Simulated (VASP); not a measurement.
Wanted: the native input for a VASP 6.6.1 run.

```yaml
Task: single point
Functional: PBEsol
Dispersion: D3(BJ)
Potentials_or_basis: VASP PAW PBE potentials, release 64 (S)
Cutoff: 520 eV
k_mesh: 7 × 7 × 7
Occupations: fermi-dirac, width 0.05 eV
Spin: no spin polarisation
Dipole_correction: no
Further_INCAR_settings: ALGO = Normal; EDIFF = 1e-06; NBANDS = 27
```

The structure of S lies in POSCAR:

```
S
1.0
    5.1093235837      2.9498693464      1.3145490354
   -5.1093235837      2.9498693464      1.3145490354
    0.0000000000     -5.8997386929      1.3145490353
S
6
Direct
    0.8417762765      0.0855065352      0.7279422936
    0.0855065352      0.7279422936      0.8417762765
    0.7279422936      0.8417762765      0.0855065352
    0.1582237235      0.9144934648      0.2720577064
    0.9144934648      0.2720577064      0.1582237235
    0.2720577064      0.1582237235      0.9144934648
```

The input as run:

INCAR

```
SYSTEM = S
PREC     = Accurate       ! precision mode
ENCUT    = 520            ! plane-wave cutoff, eV
EDIFF    = 1E-6           ! SCF threshold, eV
ISMEAR   = -1             ! smearing method
SIGMA    = 0.05           ! smearing width, eV
LREAL    = .FALSE.        ! projectors in reciprocal space
LASPH    = .TRUE.         ! aspherical terms in the spheres
NELM     = 80             ! most SCF steps
ALGO     = Normal         ! electronic algorithm
ISIF     = 2              ! what is computed and relaxed
LWAVE    = .FALSE.        ! write WAVECAR
LCHARG   = .FALSE.        ! write CHGCAR
GGA      = PS             ! functional
IVDW     = 12             ! dispersion correction
NBANDS   = 27             ! bands
```

KPOINTS

```
Automatic mesh
0
G
  7 7 7
  0 0 0
```

Potentials or basis: VASP PAW PBE potentials, release 64 (S).

Run with:

```bash
$ cat potpaw_PBE.64/S/POTCAR > POTCAR
$ mpirun -np 1 vasp_std > vasp.out
```

Results of the run:

* Pressure: -0.4 GPa
* Largest force: 0.105 eV/Å
* Band gap on the k mesh: 1.79 eV (least direct gap 1.83 eV)
* Dispersion energy per atom: -0.240 eV

Caveat: the PAW data sets were made with another functional, which shifts forces and pressure a little.

It took 2.5 min on 1 thread of AMD EPYC 9R45 (Zen 5), on a shared host, peak memory 0.34 GiB.
